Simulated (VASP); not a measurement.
# V (Im-3m) in VASP: notebook

The runs below take V through single point, relaxation of cell and atoms, with PBE.

Program: VASP 6.6.1. These are calculated values, not measurements. Logs are shortened: lines on timing, memory, paths and dates and some standing lists are left out, and cuts for length are marked.

**1. The cell of the first run**

The structure is cubic, space group Im-3m (No. 229). Conventional cell: a = 2.652 Å, b = 2.652 Å, c = 2.652 Å, α = 90.00°, β = 90.00°, γ = 90.00°. V (site symmetry m-3m) has 14 V at 2.30 to 2.65 Å within 3.0 Å.

**2. Single point, PBE**

Input file INCAR:

```
SYSTEM = V
PREC = Accurate
ENCUT = 520
EDIFF = 1E-7
ISMEAR = -1
SIGMA = 0.1
LREAL = .FALSE.
LASPH = .TRUE.
NELM = 80
ALGO = Normal
ISIF = 2
LWAVE = .FALSE.
LCHARG = .TRUE.
GGA = PE
LELF = .TRUE.
LVHAR = .TRUE.
NBANDS = 12
```

Input file KPOINTS:

```
Automatic mesh
0
G
  20 20 20
  0 0 0
```

Input file POSCAR:

```
V
1.0
   -1.3260621411      1.3260621411      1.3260621411
    1.3260621411     -1.3260621411      1.3260621411
    1.3260621411      1.3260621411     -1.3260621411
V
1
Direct
    0.0000000000      0.0000000000      0.0000000000
```

Potentials or basis: VASP PAW PBE potentials, release 64 (V_sv).

The run is started by

```sh
$ cat potpaw_PBE.64/V_sv/POTCAR > POTCAR
$ mpirun -np 1 vasp_std > vasp.out
```

OUTCAR:

```text
SYSTEM = V
   PREC = Accurate
   ENCUT = 520
   EDIFF = 1E-7
   ISMEAR = -1
   LREAL = .FALSE.
   LASPH = .TRUE.
   NELM = 80
   ISIF = 2
   GGA = PE

 ion  position               nearest neighbor table
   1  0.000  0.000  0.000-

  LATTYP: Found a body centered cubic cell.
 ALAT       =     2.6521242822

  Lattice vectors:

 A1 = (  -1.3260621411,   1.3260621411,   1.3260621411)
 A2 = (   1.3260621411,  -1.3260621411,   1.3260621411)
 A3 = (   1.3260621411,   1.3260621411,  -1.3260621411)

Analysis of symmetry for initial positions (statically):
=====================================================================
 Subroutine PRICEL returns:
 Original cell was already a primitive cell.

 Routine SETGRP: Setting up the symmetry group for a
 body centered cubic supercell.

 Subroutine GETGRP returns: Found 48 space group operations
 (whereof 48 operations were pure point group operations)
 out of a pool of 48 trial point group operations.

The static configuration has the point symmetry O_h .

Analysis of symmetry for dynamics (positions and initial velocities):
=====================================================================
 Subroutine PRICEL returns:
 Original cell was already a primitive cell.

 Routine SETGRP: Setting up the symmetry group for a
 body centered cubic supercell.

 Subroutine GETGRP returns: Found 48 space group operations
 (whereof 48 operations were pure point group operations)
 out of a pool of 48 trial point group operations.

The dynamic configuration has the point symmetry O_h .

 Subroutine INISYM returns: Found 48 space group operations
 (whereof 48 operations are pure point group operations),
 and found     1 'primitive' translations

----------------------------------------------------------------------------------------

                                     Primitive cell

  volume of cell :       9.3272

  direct lattice vectors                    reciprocal lattice vectors
    -1.326062141  1.326062141  1.326062141     0.000000000  0.377056236  0.377056236
     1.326062141 -1.326062141  1.326062141     0.377056236  0.000000000  0.377056236
     1.326062141  1.326062141 -1.326062141     0.377056236  0.377056236  0.000000000

  length of vectors
     2.296807002  2.296807002  2.296807002     0.533238043  0.533238043  0.533238043

[... 83 lines left out ...]
   NFREE  =      0    steps in history (QN), initial steepest desc. (CG)
   ISIF   =      2    stress and relaxation
   ISYM   =      2    0-nonsym 1-usesym 2-fastsym
   POTIM  = 0.5000    time-step for ionic-motion
   TEBEG  =    0.0;   TEEND  =   0.0 temperature during run
   PSTRESS=    0.0 pullay stress
   NELECT =      13.0000    total number of electrons
   NUPDOWN=      -1.0000    fix difference up-down
   EMIN   =  10.00;   EMAX   =-10.00  energy-range for DOS
   EFERMI =   0.00;   METHOD = LEGACY
   ISMEAR =    -1;   SIGMA  =   0.10  broadening in eV -4-tet -1-fermi 0-gaus
   EFERMI_NEDOS =   21; number of points for ismear=-14 and -15
   IALGO  =     38    algorithm
   IMIX   =      4    mixing-type and parameters
     AMIX     =   0.40;   BMIX     =  1.00
     AMIX_MAG =   1.60;   BMIX_MAG =  1.00
  volume/ion in A,a.u.               =       9.33        62.94
  Fermi-wavevector in a.u.,A,eV,Ry     =   1.828684  3.455712 45.499057  3.344086
  Thomas-Fermi vector in A             =   2.883522
   LORBIT       =      0    0 simple, 1 ext, 2 COOP (PROOUT), +10 PAW based schemes
   GGA     = PE    functional components
   LHFCALC =     F    Hartree Fock is set to
   AEXX    =    0.0000 exact exchange contribution
   IVDW    =     0    specifies the selected vdW correction
   LEPSILON=     F    determine dielectric tensor
   LRPA    =     F    only Hartree local field effects (RPA)
 non-spin polarized calculation
  energy-cutoff  :      520.00
  volume of cell :        9.33
 maximum number of plane-waves:       259
 NGX is ok and might be reduce to    18
   NGX =  9   NGY =  9   NGZ =  9

 number of electron      13.0000007 magnetization

 Free energy of the ion-electron system (eV)
  ---------------------------------------------------
  ext. energy  EPLUGINS =         0.00000000
  ---------------------------------------------------
  free energy    TOTEN  =        -7.72678002 eV

  energy without entropy =       -7.68826720  energy(sigma->0) =       -7.70752361

 E-fermi :  15.1532     XC(G=0): -15.0313

 val. band max:       15.1472786782   @ k =  -0.3000   0.4000   0.0500
 cond. band min:      15.1544800245   @ k =  -0.2000   0.2000   0.1500
 fundamental gap:      0.0072013463
 Fermi energy:        15.1532216560

 k-point     1 :       0.0000    0.0000    0.0000
  band No.  band energies     occupation
      1     -48.5432      2.00000
      2     -20.7261      2.00000
      3     -20.7261      2.00000
      4     -20.7261      2.00000
      5       8.2105      2.00000
      6      15.4329      0.11495
      7      15.4329      0.11495
      8      15.4329      0.11495
      9      18.5669      0.00000
     10      18.5669      0.00000
     11      38.4521      0.00000
     12      38.4521      0.00000
[... 331 lines left out ...]
 k-point    24 :       0.2500    0.1000    0.0000
  band No.  band energies     occupation
      1     -48.0098      2.00000
      2     -22.5404      2.00000
      3     -21.2847      2.00000
      4     -20.8429      2.00000
      5      11.3155      2.00000
      6      13.6990      2.00000
      7      14.9713      1.72095
      8      17.9894      0.00000
      9      19.1481      0.00000
     10      19.7401      0.00000
     11      35.1344      0.00000
     12      36.2067      0.00000

 [... further k-points ...]

------------------------ aborting loop because EDIFF is reached ----------------------------------------

  FORCE on cell =-STRESS in cart. coord.  units (eV):
  Direction    XX          YY          ZZ          XY          YZ          ZX
  --------------------------------------------------------------------------------------
  -------------------------------------------------------------------------------------
  Total        7.7001409      7.7001409      7.7001409      0.0000000     -0.0000000      0.0000000
  in kB     1322.6886682   1322.6886682   1322.6886682      0.0000000     -0.0000000      0.0000000
  external PRESSURE =    1322.6886682 kB  Pullay stress =       0.0000000 kB

 VOLUME and BASIS-vectors are now :
 -----------------------------------------------------------------------------
  energy-cutoff  :      520.00
  volume of cell :        9.33
      direct lattice vectors                 reciprocal lattice vectors
    -1.326062141  1.326062141  1.326062141     0.000000000  0.377056236  0.377056236
     1.326062141 -1.326062141  1.326062141     0.377056236  0.000000000  0.377056236
     1.326062141  1.326062141 -1.326062141     0.377056236  0.377056236  0.000000000

 POSITION                                       TOTAL-FORCE (eV/Angst)
 -----------------------------------------------------------------------------------
      0.00000      0.00000      0.00000         0.000000     -0.000000      0.000000
 -----------------------------------------------------------------------------------
    total drift:                                0.000000      0.000000      0.000000

  FREE ENERGIE OF THE ION-ELECTRON SYSTEM (eV)
  ---------------------------------------------------
  free  energy   TOTEN  =        -7.7267800190 eV

  energy  without entropy=       -7.6882672046  energy(sigma->0) =       -7.70752361
```

OSZICAR:

```text
N       E                     dE             d eps       ncg     rms          rms(c)
DAV:   1     0.865900163594E+02    0.86590E+02   -0.69587E+03  6216   0.125E+03
DAV:   2    -0.736442368944E+01   -0.93954E+02   -0.90651E+02  6320   0.332E+02
DAV:   3    -0.840898207325E+01   -0.10446E+01   -0.10424E+01  6668   0.409E+01
DAV:   4    -0.841319265285E+01   -0.42106E-02   -0.42105E-02  6532   0.271E+00
DAV:   5    -0.841323140632E+01   -0.38753E-04   -0.38756E-04  6588   0.244E-01    0.319E+01
DAV:   6    -0.777072989919E+01    0.64250E+00   -0.10861E+00  6312   0.188E+01    0.109E+01
DAV:   7    -0.773101790949E+01    0.39712E-01   -0.64006E-02  6884   0.426E+00    0.285E+00
DAV:   8    -0.772696462691E+01    0.40533E-02   -0.10890E-02  6160   0.170E+00    0.187E-01
DAV:   9    -0.772677858810E+01    0.18604E-03   -0.24965E-04  6432   0.276E-01    0.300E-02
DAV:  10    -0.772677894255E+01   -0.35445E-06   -0.42971E-06  6596   0.265E-02    0.439E-03
DAV:  11    -0.772677983861E+01   -0.89607E-06   -0.29134E-07  6536   0.956E-03    0.237E-03
DAV:  12    -0.772677999331E+01   -0.15470E-06   -0.61592E-09  3196   0.127E-03    0.117E-04
DAV:  13    -0.772678001900E+01   -0.25688E-07   -0.63155E-10  3124   0.391E-04
   1 F= -.77267800E+01 E0= -.77075236E+01  d E =-.385128E-01
```

It took 29 s on 1 thread of Intel Xeon 8259CL, shared host; peak memory 0.14 GiB.

What came out:

```
Free energy            : -7.7268 eV
Pressure               : 132.3 GPa
Band gap on the k mesh : zero (an odd number of electrons rules out a gap without spin polarisation)
```

Caveat: the cell stands under pressure.

**3. Single point, PBE**

INCAR, as its differences from that of step 2:

```diff
@@ -12,6 +12,4 @@
 LWAVE = .FALSE.
-LCHARG = .TRUE.
+LCHARG = .FALSE.
 GGA = PE
-LELF = .TRUE.
-LVHAR = .TRUE.
 NBANDS = 12
```

Input file KPOINTS:

```
regular mesh
0
G
  20 20 20
  0 0 0
```

Input file POSCAR:

```
V
1.0
   -1.3260621410      1.3260621410      1.3260621410
    1.3260621410     -1.3260621410      1.3260621410
    1.3260621410      1.3260621410     -1.3260621410
V
1
Direct
    0.0000000000      0.0000000000      0.0000000000
```

Potentials or basis: VASP PAW PBE potentials, release 64 (V_sv).

The run is started by

```sh
$ cat potpaw_PBE.64/V_sv/POTCAR > POTCAR
$ mpirun -np 1 vasp_std > vasp.out
```

OUTCAR:

```text
SYSTEM = V
   PREC = Accurate
   ENCUT = 520
   EDIFF = 1E-7
   ISMEAR = -1
   LREAL = .FALSE.
   LASPH = .TRUE.
   NELM = 80
   ISIF = 2
   GGA = PE

 ion  position               nearest neighbor table
   1  0.000  0.000  0.000-

  LATTYP: Found a body centered cubic cell.
 ALAT       =     2.6521242820

  Lattice vectors:

 A1 = (  -1.3260621410,   1.3260621410,   1.3260621410)
 A2 = (   1.3260621410,  -1.3260621410,   1.3260621410)
 A3 = (   1.3260621410,   1.3260621410,  -1.3260621410)

Analysis of symmetry for initial positions (statically):
=====================================================================
 Subroutine PRICEL returns:
 Original cell was already a primitive cell.

 Routine SETGRP: Setting up the symmetry group for a
 body centered cubic supercell.

 Subroutine GETGRP returns: Found 48 space group operations
 (whereof 48 operations were pure point group operations)
 out of a pool of 48 trial point group operations.

The static configuration has the point symmetry O_h .

Analysis of symmetry for dynamics (positions and initial velocities):
=====================================================================
 Subroutine PRICEL returns:
 Original cell was already a primitive cell.

 Routine SETGRP: Setting up the symmetry group for a
 body centered cubic supercell.

 Subroutine GETGRP returns: Found 48 space group operations
 (whereof 48 operations were pure point group operations)
 out of a pool of 48 trial point group operations.

The dynamic configuration has the point symmetry O_h .

 Subroutine INISYM returns: Found 48 space group operations
 (whereof 48 operations are pure point group operations),
 and found     1 'primitive' translations

----------------------------------------------------------------------------------------

                                     Primitive cell

[... 112 lines left out ...]
   LORBIT       =      0    0 simple, 1 ext, 2 COOP (PROOUT), +10 PAW based schemes
   GGA     = PE    functional components
   LHFCALC =     F    Hartree Fock is set to
   AEXX    =    0.0000 exact exchange contribution
   IVDW    =     0    specifies the selected vdW correction
   LEPSILON=     F    determine dielectric tensor
   LRPA    =     F    only Hartree local field effects (RPA)
 non-spin polarized calculation
  energy-cutoff  :      520.00
  volume of cell :        9.33
 maximum number of plane-waves:       259
 NGX is ok and might be reduce to    18
   NGX =  9   NGY =  9   NGZ =  9

 number of electron      13.0000007 magnetization

 Free energy of the ion-electron system (eV)
  ---------------------------------------------------
  ext. energy  EPLUGINS =         0.00000000
  ---------------------------------------------------
  free energy    TOTEN  =        -7.72678002 eV

  energy without entropy =       -7.68826720  energy(sigma->0) =       -7.70752361

 E-fermi :  15.1532     XC(G=0): -15.0313

 val. band max:       15.1472786825   @ k =  -0.3000   0.4000   0.0500
 cond. band min:      15.1544800281   @ k =  -0.2000   0.2000   0.1500
 fundamental gap:      0.0072013456
 Fermi energy:        15.1532216599

 k-point     1 :       0.0000    0.0000    0.0000
  band No.  band energies     occupation
      1     -48.5432      2.00000
      2     -20.7261      2.00000
      3     -20.7261      2.00000
      4     -20.7261      2.00000
      5       8.2105      2.00000
      6      15.4329      0.11495
      7      15.4329      0.11495
      8      15.4329      0.11495
      9      18.5669      0.00000
     10      18.5669      0.00000
     11      38.4521      0.00000
     12      38.4521      0.00000
[... 331 lines left out ...]
 k-point    24 :       0.2500    0.1000    0.0000
  band No.  band energies     occupation
      1     -48.0098      2.00000
      2     -22.5404      2.00000
      3     -21.2847      2.00000
      4     -20.8429      2.00000
      5      11.3155      2.00000
      6      13.6990      2.00000
      7      14.9713      1.72095
      8      17.9894      0.00000
      9      19.1481      0.00000
     10      19.7401      0.00000
     11      35.1344      0.00000
     12      36.2067      0.00000

 [... further k-points ...]

------------------------ aborting loop because EDIFF is reached ----------------------------------------

  FORCE on cell =-STRESS in cart. coord.  units (eV):
  Direction    XX          YY          ZZ          XY          YZ          ZX
  --------------------------------------------------------------------------------------
  -------------------------------------------------------------------------------------
  Total        7.7001409      7.7001409      7.7001409      0.0000000      0.0000000     -0.0000000
  in kB     1322.6886676   1322.6886676   1322.6886676      0.0000000      0.0000000     -0.0000000
  external PRESSURE =    1322.6886676 kB  Pullay stress =       0.0000000 kB

 VOLUME and BASIS-vectors are now :
 -----------------------------------------------------------------------------
  energy-cutoff  :      520.00
  volume of cell :        9.33
      direct lattice vectors                 reciprocal lattice vectors
    -1.326062141  1.326062141  1.326062141     0.000000000  0.377056236  0.377056236
     1.326062141 -1.326062141  1.326062141     0.377056236  0.000000000  0.377056236
     1.326062141  1.326062141 -1.326062141     0.377056236  0.377056236  0.000000000

 POSITION                                       TOTAL-FORCE (eV/Angst)
 -----------------------------------------------------------------------------------
      0.00000      0.00000      0.00000         0.000000     -0.000000      0.000000
 -----------------------------------------------------------------------------------
    total drift:                                0.000000      0.000000      0.000000

  FREE ENERGIE OF THE ION-ELECTRON SYSTEM (eV)
  ---------------------------------------------------
  free  energy   TOTEN  =        -7.7267800174 eV

  energy  without entropy=       -7.6882672031  energy(sigma->0) =       -7.70752361
```

Run time: 35 s. Hardware: 1 thread of Intel Xeon 8259CL, shared host; peak memory 0.14 GiB.

What came out:

```
Free energy            : -7.7268 eV
Pressure               : 132.3 GPa
Band gap on the k mesh : zero (an odd number of electrons rules out a gap without spin polarisation)
```

Caveat: the cell stands under pressure.

**4. Single point, PBE**

This run uses another cell than the first one, of 13.48 Å³/atom.

Input file INCAR:

```
SYSTEM = V
PREC = Accurate ; ENCUT = 520
EDIFF = 1E-6 ; ISMEAR = -1
SIGMA = 0.1 ; LREAL = .False.
LASPH = .True. ; NELM = 100
ALGO = Normal ; ISIF = 2
LWAVE = .False. ; LCHARG = .False.
GGA = PE ; NBANDS = 12
```

Input file KPOINTS:

```
Automatic mesh
0
Gamma
  20 20 20
  0 0 0
```

Input file POSCAR:

```
V
1.0
   -1.4993360754      1.4993360754      1.4993360754
    1.4993360754     -1.4993360754      1.4993360754
    1.4993360754      1.4993360754     -1.4993360754
V
1
Direct
    0.0000000000      0.0000000000      0.0000000000
```

The run is started by

```sh
$ cat potpaw_PBE.64/V_sv/POTCAR > POTCAR
$ mpirun -np 1 vasp_std > vasp.out
```

Wall time 42 s (1 thread of Intel Xeon 8259CL, shared host); peak memory 0.16 GiB.

The run converged. Its results:

| Quantity | Value |
| --- | --- |
| Free energy | -9.0211 eV |
| Pressure | 0.2 GPa |
| Band gap on the k mesh | zero (an odd number of electrons rules out a gap without spin polarisation) |

Levels at points of the mesh, in eV from the Fermi level:
| k point | band 4 | band 5 | band 6 | band 7 | band 8 | band 9 | band 10 | band 11 |
| --- | --- | --- | --- | --- | --- | --- | --- | --- |
| (0.00, 0.00, 0.00) | -37.04 | -6.60 | 0.39 | 0.39 | 0.39 | 2.40 | 2.40 | 20.46 |
| (0.50, 0.00, 0.00) | -37.05 | -3.19 | -1.14 | 1.62 | 2.40 | 2.76 | 4.09 | 10.14 |
| (0.50, 0.50, 0.50) | -37.65 | -3.01 | -3.01 | 3.70 | 3.70 | 3.70 | 10.18 | 10.18 |

(Continued in part 2 of 2.)
